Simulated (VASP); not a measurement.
Here is a VASP 6.6.1 calculation.

The input POSCAR:

```
YSn3
1.0
    4.6660000000      0.0000000000      0.0000000000
    0.0000000000      4.6660000000      0.0000000000
    0.0000000000      0.0000000000      4.6660000000
Y Sn
1 3
Direct
    0.0000000000      0.0000000000      0.0000000000
    0.0000000000      0.5000000000      0.5000000000
    0.5000000000      0.0000000000      0.5000000000
    0.5000000000      0.5000000000      0.0000000000
```

The input INCAR.step1:

```
ALGO = Normal
EDIFF = 1E-4
ENCUT = 600
GGA = PE
ISMEAR = -1
LASPH = T
LCHARG = F
LREAL = F
LWAVE = T
NELM = 100
PREC = Accurate
SIGMA = 0.1
```

File INCAR.step2:

```
ALGO = Normal
EDIFF = 1E-6
EDIFFG = -0.01
ENCUT = 600
IBRION = 2
ISIF = 3
ISMEAR = -1
ISTART = 1
LASPH = T
LCHARG = F
LMIXTAU = T
LREAL = F
LWAVE = F
METAGGA = R2SCAN
NELM = 100
NSW = 80
PREC = Accurate
PSTRESS = 50.0
SIGMA = 0.1
```

KPOINTS

```
k-points
0
Gamma
  5 5 5
```

Potentials or basis: VASP PAW PBE potentials, release 64 (Y_sv, Sn_d).

Launch:

```bash
$ cat potpaw_PBE.64/Y_sv/POTCAR potpaw_PBE.64/Sn_d/POTCAR > POTCAR
$ cp INCAR.step1 INCAR
$ mpirun -np 1 vasp_std > vasp.out
$ cp INCAR.step2 INCAR
$ mpirun -np 1 vasp_std > vasp.out
```

(1) What does it give for the relaxed volume?

(2) Estimate the relaxed cell.

## Answers

(1) 24.28 Å³/atom.

(2) a = 4.597 Å, b = 4.597 Å, c = 4.597 Å, α = 90.00°, β = 90.00°, γ = 90.00°.

Caveat: the cell is relaxed towards a set pressure, so the enthalpy falls and the energy may rise; the PAW data sets were made with another functional, which shifts forces and pressure a little.
